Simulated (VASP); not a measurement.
# LiTiH6O2F6 (P3) in VASP: electric field gradients with PBE

Aim: the electric field gradients of LiTiH6O2F6 with PBE.

Everything below comes from runs of VASP 6.6.1. Logs are shortened: lines on timing, memory, paths and dates and some standing lists are left out, and cuts for length are marked.

**1. The cell of the first run**

It takes space group P3 (No. 143, trigonal). The conventional cell has a = 5.670 Å, b = 5.670 Å, c = 5.978 Å, α = 90.00°, β = 90.00°, γ = 120.00°. Li (site symmetry 3) has 3 F at 1.87 Å and 1 O at 2.08 Å and 6 H at 2.54 to 2.64 Å within 2.7 Å. Within 2.6 Å of Ti (site symmetry 3) lie 6 F at 1.96 to 2.07 Å. H (site symmetry 1) has 1 O at 1.06 Å and 1 F at 1.38 Å within 1.4 Å. H (site symmetry 1) has 1 O at 1.03 Å within 1.4 Å. Within 1.4 Å of O (site symmetry 3) lie 3 H at 1.06 Å. Within 1.4 Å of O (site symmetry 3) lie 3 H at 1.03 Å. F (site symmetry 1) has 1 H at 1.38 Å within 1.8 Å. F (site symmetry 1) has 1 H at 1.48 Å and 1 Li at 1.87 Å and 1 Ti at 2.07 Å within 2.1 Å.

**2. Electric field gradients, PBE, collinear spin**

File INCAR:

```
  PREC = Accurate
  ENCUT = 520
  EDIFF = 1E-8
  ISMEAR = -1
  SIGMA = 0.02
  LREAL = Auto
  LASPH = T
  NELM = 150
  ALGO = Normal
  ISIF = 2
  LWAVE = F
  LCHARG = F
  ISPIN = 2
  MAGMOM = 0 1 0 0 0 0 0 0 0 0 0 0 0 0 0 0
  LORBIT = 11
  LMAXMIX = 4
  GGA = PE
  LEFG = T
  NBANDS = 56
```

File KPOINTS:

```
Automatic mesh
0
Gamma
  4 4 4
```

File POSCAR:

```
LiTiH6O2F6
1.0
    5.6702136805      0.0000000000      0.0000000000
   -2.8351068403      4.9105490922      0.0000000000
    0.0000000000      0.0000000000      5.9782340000
Li Ti H O F
1 1 6 2 6
Direct
    0.0000000000      0.0000000000      0.3101970000
    0.3333333333      0.6666666667      0.9960750000
    0.1690120000      0.9878750000      0.7198130000
    0.8188630000      0.8309880000      0.7198130000
    0.8483060000      0.3501360000      0.2731350000
    0.0121250000      0.1811370000      0.7198130000
    0.6498640000      0.4981700000      0.2731350000
    0.5018300000      0.1516940000      0.2731350000
    0.0000000000      0.0000000000      0.6579170000
    0.6666666667      0.3333333333      0.3219290000
    0.0326160000      0.4177690000      0.8029580000
    0.3851530000      0.9673840000      0.8029580000
    0.2499400000      0.8965360000      0.2163600000
    0.5822310000      0.6148470000      0.8029580000
    0.1034640000      0.3534040000      0.2163600000
    0.6465960000      0.7500600000      0.2163600000
```

Potentials or basis: VASP PAW PBE potentials, release 64 (Li_sv, Ti_sv, H, O, F).

Run with:

```console
$ cat potpaw_PBE.64/Li_sv/POTCAR potpaw_PBE.64/Ti_sv/POTCAR potpaw_PBE.64/H/POTCAR potpaw_PBE.64/O/POTCAR potpaw_PBE.64/F/POTCAR > POTCAR
$ mpirun -np 1 vasp_std > vasp.out
```

OUTCAR:

```text
PREC = Accurate
   ENCUT = 520
   EDIFF = 1E-8
   ISMEAR = -1
   LREAL = Auto
   LASPH = T
   NELM = 150
   ISIF = 2
   ISPIN = 2
   LORBIT = 11
   GGA = PE

 ion  position               nearest neighbor table
   1  0.000  0.000  0.310-  16 1.87  15 1.87  13 1.87   9 2.08
   2  0.333  0.667  0.996-  12 1.96  11 1.96  14 1.96  13 2.07  15 2.07  16 2.07
   3  0.169  0.988  0.720-   9 1.06  12 1.38
   4  0.819  0.831  0.720-   9 1.06  14 1.38
   5  0.848  0.350  0.273-  10 1.03
   6  0.012  0.181  0.720-   9 1.06  11 1.38
   7  0.650  0.498  0.273-  10 1.03
   8  0.502  0.152  0.273-  10 1.03
   9  0.000  0.000  0.658-   4 1.06   3 1.06   6 1.06   1 2.08
  10  0.667  0.333  0.322-   5 1.03   8 1.03   7 1.03
  11  0.033  0.418  0.803-   6 1.38   2 1.96
  12  0.385  0.967  0.803-   3 1.38   2 1.96
  13  0.250  0.897  0.216-   1 1.87   2 2.07
  14  0.582  0.615  0.803-   4 1.38   2 1.96
  15  0.103  0.353  0.216-   1 1.87   2 2.07
  16  0.647  0.750  0.216-   1 1.87   2 2.07

  LATTYP: Found a hexagonal cell.
 ALAT       =     5.6702136805
 C/A-ratio  =     1.0543225241

  Lattice vectors:

 A1 = (   5.6702136805,   0.0000000000,   0.0000000000)
 A2 = (  -2.8351068403,   4.9105490922,   0.0000000000)
 A3 = (   0.0000000000,   0.0000000000,   5.9782340000)

Analysis of symmetry for initial positions (statically):
=====================================================================
 Subroutine PRICEL returns:
 Original cell was already a primitive cell.

 Routine SETGRP: Setting up the symmetry group for a
 hexagonal supercell.

 Subroutine GETGRP returns: Found  3 space group operations
 (whereof  3 operations were pure point group operations)
 out of a pool of 24 trial point group operations.

The static configuration has the point symmetry C_3 .

Analysis of symmetry for dynamics (positions and initial velocities):
=====================================================================
 Subroutine PRICEL returns:
[... 1668 lines left out ...]
  energy-cutoff  :      520.00
  volume of cell :      166.46
      direct lattice vectors                 reciprocal lattice vectors
     5.670213680  0.000000000  0.000000000     0.176360197  0.101821607  0.000000000
    -2.835106840  4.910549092  0.000000000     0.000000000  0.203643214  0.000000000
     0.000000000  0.000000000  5.978234000     0.000000000  0.000000000  0.167273479

 POSITION                                       TOTAL-FORCE (eV/Angst)
 -----------------------------------------------------------------------------------
      0.00000      0.00000      1.85443         0.000000      0.000000     -0.038131
     -0.00000      3.27370      5.95477         0.000000      0.000000      0.007995
     -1.84240      4.85101      4.30321        -0.002800      0.003515     -0.011175
      2.28719      4.08061      4.30321         0.004444      0.000668     -0.011175
      3.81740      1.71936      1.63286        -0.021254     -0.012929      0.006698
     -0.44479      0.88948      4.30321        -0.001644     -0.004183     -0.011175
[... 8 lines left out ...]
     -0.41528      1.73541      1.29345         0.046671     -0.073435     -0.007938
      1.53984      3.68321      1.29345         0.040261      0.077136     -0.007938
 -----------------------------------------------------------------------------------
    total drift:                                0.000005      0.000006      0.002537

  FREE ENERGIE OF THE ION-ELECTRON SYSTEM (eV)
  ---------------------------------------------------
  free  energy   TOTEN  =       -82.2370827296 eV

  energy  without entropy=      -82.2317888994  energy(sigma->0) =      -82.23443581

 Electric field gradients (V/A^2)
---------------------------------------------------------------------
 ion       V_xx      V_yy      V_zz      V_xy      V_xz      V_yz
---------------------------------------------------------------------
   1       0.053     0.043    -0.097    -0.009    -0.000    -0.000
   2      54.894    54.897  -109.791     0.002     0.000     0.000
   3      12.102    -6.345    -5.757    -1.060     7.240    -0.624
   4      -0.816     6.571    -5.756     8.522    -4.161    -5.960
   5      17.938    -7.891   -10.046     2.244    -8.943    -1.217
   6      -2.654     8.411    -5.757    -7.456    -3.080     6.582
[... 8 lines left out ...]
  15      27.000     1.919   -28.919    -2.100   -30.413   -52.205
  16       6.376    22.540   -28.916    -9.816    60.417    -0.236
---------------------------------------------------------------------

 Electric field gradients after diagonalization (V/A^2)
 (convention: |V_zz| > |V_xx| > |V_yy|)
----------------------------------------------------------------------
 ion       V_xx      V_yy      V_zz     asymmetry (V_yy - V_xx)/ V_zz
----------------------------------------------------------------------
   1       0.058     0.038    -0.097       0.205
   2      54.898    54.893  -109.791       0.000
   3      -8.351    -6.386    14.737       0.133
   4      -8.351    -6.390    14.741       0.133
   5     -12.722    -8.046    20.769       0.225
   6      -8.351    -6.387    14.738       0.133
[... 8 lines left out ...]
  15      53.731    20.820   -74.551       0.441
  16      53.737    20.811   -74.547       0.442
----------------------------------------------------------------------

           NMR quadrupolar parameters

 Cq : quadrupolar parameter    Cq=e*Q*V_zz/h
 eta: asymmetry parameters     (V_yy - V_xx)/ V_zz
 Q  : nuclear electric quadrupole moment in mb (millibarn)
----------------------------------------------------------------------
 ion       Cq(MHz)       eta       Q (mb)
----------------------------------------------------------------------
   1      -0.000       0.205       1.000
   2      -0.265       0.000       1.000
   3       0.036       0.133       1.000
   4       0.036       0.133       1.000
   5       0.050       0.225       1.000
   6       0.036       0.133       1.000
[... 8 lines left out ...]
  15      -0.180       0.441       1.000
  16      -0.180       0.442       1.000
----------------------------------------------------------------------

 total charge

# of ion       s       p       d       tot
------------------------------------------
    1        2.019   0.050   0.000   2.069
    2        2.150   6.156   1.787  10.094
    3        0.501   0.110   0.000   0.612
    4        0.501   0.110   0.000   0.612
    5        0.528   0.116   0.000   0.644
    6        0.501   0.110   0.000   0.612
[... 8 lines left out ...]
   15        1.734   4.383   0.000   6.117
   16        1.734   4.383   0.000   6.117
--------------------------------------------------
tot         20.769  40.558   1.787  63.115

 magnetization (x)

# of ion       s       p       d       tot
------------------------------------------
    1       -0.000   0.000   0.000   0.000
    2        0.006   0.005   0.880   0.891
    3        0.000  -0.000   0.000   0.000
    4        0.000  -0.000   0.000   0.000
    5        0.000   0.000   0.000   0.000
    6        0.000  -0.000   0.000   0.000
[... 8 lines left out ...]
   15       -0.000   0.001   0.000   0.001
   16       -0.000   0.001   0.000   0.001
--------------------------------------------------
tot          0.006   0.017   0.880   0.903
```

OSZICAR:

```text
N       E                     dE             d eps       ncg     rms          rms(c)
DAV:   1     0.716434118833E+03    0.71643E+03   -0.38766E+04  3144   0.135E+03
DAV:   2    -0.100881807240E+02   -0.72652E+03   -0.69313E+03  3352   0.376E+02
DAV:   3    -0.867333289956E+02   -0.76645E+02   -0.75788E+02  4136   0.127E+02
[... 14 lines left out ...]
DAV:  18    -0.822370821935E+02   -0.22907E-05   -0.65154E-06  3864   0.155E-02    0.406E-03
DAV:  19    -0.822370824794E+02   -0.28598E-06   -0.81722E-07  3752   0.591E-03    0.189E-03
DAV:  20    -0.822370827020E+02   -0.22251E-06   -0.28637E-07  3720   0.315E-03    0.112E-03
DAV:  21    -0.822370827234E+02   -0.21460E-07   -0.52216E-08  3448   0.179E-03    0.332E-04
DAV:  22    -0.822370827296E+02   -0.62028E-08   -0.18276E-08  2976   0.781E-04
   1 F= -.82237083E+02 E0= -.82234436E+02  d E =-.529383E-02  mag=     1.0000
```

stdout:

```text
POSCAR found type information on POSCAR LiTiH O F
 POSCAR found :  5 types and      16 ions
 scaLAPACK will be used
 LDA part: xc-table for (Slater+PW92), standard interpolation
 POSCAR, INCAR and KPOINTS ok, starting setup
 FFT: planning ... GRIDC
 FFT: planning ... GRID_SOFT
 FFT: planning ... GRID
 WAVECAR not read
 entering main loop
ion   1

ion   2

ion   3
     0.0000116    -1.2376512    -0.4303538    -3.4567984     6.4805491     9.0665474
     0.0000158    -1.2376512    -0.4303538    -3.4567984     6.4805491     9.0665474
     0.0000215    -1.2376512    -0.4303538    -3.4567984     6.4805491     9.0665474
     0.0000293    -1.2376512    -0.4303538    -3.4567984     6.4805491     9.0665474

     0.0000116    -1.2946628    -0.4501778    -3.6160336     6.7790715     9.4841922
     0.0000158    -1.2946628    -0.4501778    -3.6160336     6.7790715     9.4841922
     0.0000215    -1.2946628    -0.4501778    -3.6160336     6.7790715     9.4841922
     0.0000293    -1.2946628    -0.4501778    -3.6160336     6.7790715     9.4841922
[... 110 lines left out ...]
     0.0000310     2.0423092    45.9757687    22.2557809    27.1567921   -11.7996032
     0.0000427     2.0423087    45.9757568    22.2557751    27.1567851   -11.7996003
     0.0000588     2.0423078    45.9757365    22.2557654    27.1567732   -11.7995954
     0.0000810     2.0423064    45.9757025    22.2557490    27.1567533   -11.7995871

ion  16
     0.0000310     2.556
```

Wall time 19 min (1 thread of Intel Xeon 8259CL, shared host); peak memory 0.44 GiB.

Results:

- Free energy: -82.2371 eV
- Largest force: 0.087 eV/Å
- Band gap on the k mesh: 0.10 eV (least direct gap 0.15 eV)
- Net moment: 1.00 μB per cell
- Site moments: Li +0.00; Ti +0.89; H +0.00; O -0.00; F +0.00 μB
- Largest electric field gradient by atom: Li -0.1; Ti -109.8; H +14.7, +20.8 (each value once); O -92.0, -138.9; F +79.3, -74.5, -74.6 (each value once) V/Å²
- Valence electrons inside the program's atomic spheres: Li 2.07; Ti 10.09; H 0.61, 0.64 (each value once); O 5.25, 5.27; F 6.10, 6.12 (each value once)

Forces on the atoms (eV/Å):
```
Li   0.000  0.000 -0.038
Ti   0.000  0.000  0.008
H   -0.003  0.004 -0.011
H    0.004  0.001 -0.011
H   -0.021 -0.013  0.007
H   -0.002 -0.004 -0.011
H    0.022 -0.012  0.007
H   -0.001  0.025  0.007
O    0.000  0.000 -0.057
O    0.000  0.000  0.024
F    0.014  0.024  0.034
F    0.014 -0.024  0.034
F   -0.087 -0.004 -0.008
F   -0.028  0.000  0.034
F    0.047 -0.073 -0.008
F    0.040  0.077 -0.008
```

Electric field gradients, principal values (V/Å²):
| atom | least | middle | greatest (by size) |
| --- | --- | --- | --- |
| 1 Li | 0.038 | 0.058 | -0.097 |
| 2 Ti | 54.893 | 54.898 | -109.791 |
| 3 H | -6.386 | -8.351 | 14.737 |
| 4 H | -6.390 | -8.351 | 14.741 |
| 5 H | -8.046 | -12.722 | 20.769 |
| 6 H | -6.387 | -8.351 | 14.738 |
| 7 H | -8.045 | -12.722 | 20.767 |
| 8 H | -8.046 | -12.722 | 20.768 |
| 9 O | 46.013 | 46.022 | -92.035 |
| 10 O | 69.461 | 69.471 | -138.932 |
| 11 F | -0.255 | -79.065 | 79.320 |
| 12 F | -0.261 | -79.063 | 79.325 |
| 13 F | 20.814 | 53.733 | -74.547 |
| 14 F | -0.257 | -79.062 | 79.320 |
| 15 F | 20.820 | 53.731 | -74.551 |
| 16 F | 20.811 | 53.737 | -74.547 |

Caveat: without QUAD_EFG the Cq values of the log hold for a quadrupole moment of 1 mb, not for the nuclei. A k mesh can miss the band edges.
